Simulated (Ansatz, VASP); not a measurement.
## Al36H in VASP and in Ansatz

```
Al H
1.0
     5.62884    0.00000    0.00000
    -2.81442    4.87472    0.00000
     0.00000    0.00000   35.90736
Al H
36 1
Direct
  0.16667 0.33333 0.11140
  0.16667 0.83333 0.11140
  0.66667 0.33333 0.11140
  0.66667 0.83333 0.11140
  0.00000 0.00000 0.17574
  0.00000 0.50000 0.17574
  0.50000 0.00000 0.17574
  0.50000 0.50000 0.17574
  0.33333 0.16667 0.24008
  0.33333 0.66667 0.24008
  0.83333 0.16667 0.24008
  0.83333 0.66667 0.24008
  0.00000 0.00000 0.30442
  0.00000 0.50000 0.30442
  0.50000 0.00000 0.30442
  0.50000 0.50000 0.30442
  0.16667 0.33333 0.36825
  0.16667 0.83333 0.36825
  0.66667 0.33333 0.36825
  0.66667 0.83333 0.36825
  0.00000 0.00000 0.43207
  0.00000 0.50000 0.43207
  0.50000 0.00000 0.43207
  0.50000 0.50000 0.43207
  0.33333 0.16667 0.49678
  0.33333 0.66667 0.49678
  0.83333 0.16667 0.49678
  0.83333 0.66667 0.49678
  0.00000 0.00000 0.56112
  0.00000 0.50000 0.56112
  0.50000 0.00000 0.56112
  0.50000 0.50000 0.56112
  0.16667 0.33333 0.62682
  0.16667 0.83333 0.62682
  0.66667 0.33333 0.62682
  0.66667 0.83333 0.62682
  0.16667 0.50000 0.69644
```

Alike in both runs: task single point; functional PBE; dispersion D3(BJ); k mesh 6 × 6 × 1; occupations gaussian, width 0.1 eV; no spin polarisation.

```csv
,VASP,Ansatz
version,VASP 6.6.1,Ansatz 0.2.0
potentials or method,"VASP PAW PBE potentials, release 64 (Al, H), cutoff 520 eV","scalar-relativistic, plane waves, PAW"
valence electrons in the cell,109,109
```

|  | VASP | Ansatz | Ansatz less VASP |
| --- | --- | --- | --- |
| gap on the k mesh at the Fermi level (eV) | none | none | - |
| rms of the force components (eV/Å) | 0.177 | 0.177 | 0.0000 |

Atom by atom the forces differ by 0.001 eV/Å (rms over components). A gap of «none» marks a metal or a gap that the smearing closes.
